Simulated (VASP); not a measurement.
Set up this calculation in VASP 6.6.1, as the native input.

* Task: dielectric tensor
* Functional: LDA
* Potentials or basis: VASP PAW LDA potentials, release 64 (Ge_d)
* Cutoff: 600 eV
* k mesh: 6 × 6 × 4
* Occupations: gaussian, width 0.03 eV
* Spin: no spin polarisation
* Monkhorst-Pack mesh: yes
* Further INCAR settings: ALGO = Normal; EDIFF = 1e-08

The structure of Ge lies in POSCAR:

```
Ge                                      
1.0
    5.8782184538      0.0000000000     -0.0000000000
   -0.0000000000      5.8782184538     -0.0000000000
   -0.0000000000     -0.0000000000      6.9189357408
  Ge            
    12
Direct
     0.0884155061704887    0.0884155061704887    0.0000000000000000
     0.4115844938295112    0.5884155061704887    0.7500000000000000
     0.9115844938295113    0.9115844938295113    0.5000000000000000
     0.5884155061704887    0.4115844938295112    0.2500000000000000
     0.1717062118158978    0.3701724629495504    0.2556253342054289
     0.1298275370504495    0.6717062118159048    0.0056253342054288
     0.8282937881840952    0.6298275370504496    0.7556253342054288
     0.8701724629495504    0.3282937881841023    0.5056253342054288
     0.6717062118159048    0.1298275370504495    0.9943746657945712
     0.6298275370504496    0.8282937881840952    0.2443746657945712
     0.3282937881841023    0.8701724629495504    0.4943746657945711
     0.3701724629495504    0.1717062118158978    0.7443746657945712
```

One way to write it, as run:

INCAR

```
PREC = Accurate
ENCUT = 600
EDIFF = 1E-8
ISMEAR = 0
SIGMA = 0.03
LREAL = False
LASPH = True
NELM = 80
ALGO = Normal
ISIF = 2
LWAVE = False
LCHARG = False
GGA = CA
LEPSILON = True
KPAR = 4
```

KPOINTS

```
regular mesh
0
Monkhorst-Pack
  6 6 4
```

Potentials or basis: VASP PAW LDA potentials, release 64 (Ge_d).

The run is started by

```bash
$ cat potpaw_LDA.64/Ge_d/POTCAR > POTCAR
$ mpirun -np 4 vasp_std > vasp.out
```

Results of the run:

| Item | Value |
| --- | --- |
| Electronic dielectric tensor (diagonal) | 39.60, 39.60, 28.63 |
| Born charges (mean of the diagonal) | Ge +0.21, -0.11 (each value once) e |

It took 39 min on 4 MPI ranks on Intel(R) Xeon(R) Platinum 8488C (Sapphire Rapids), on a shared host, peak memory 1.9 GiB a rank.
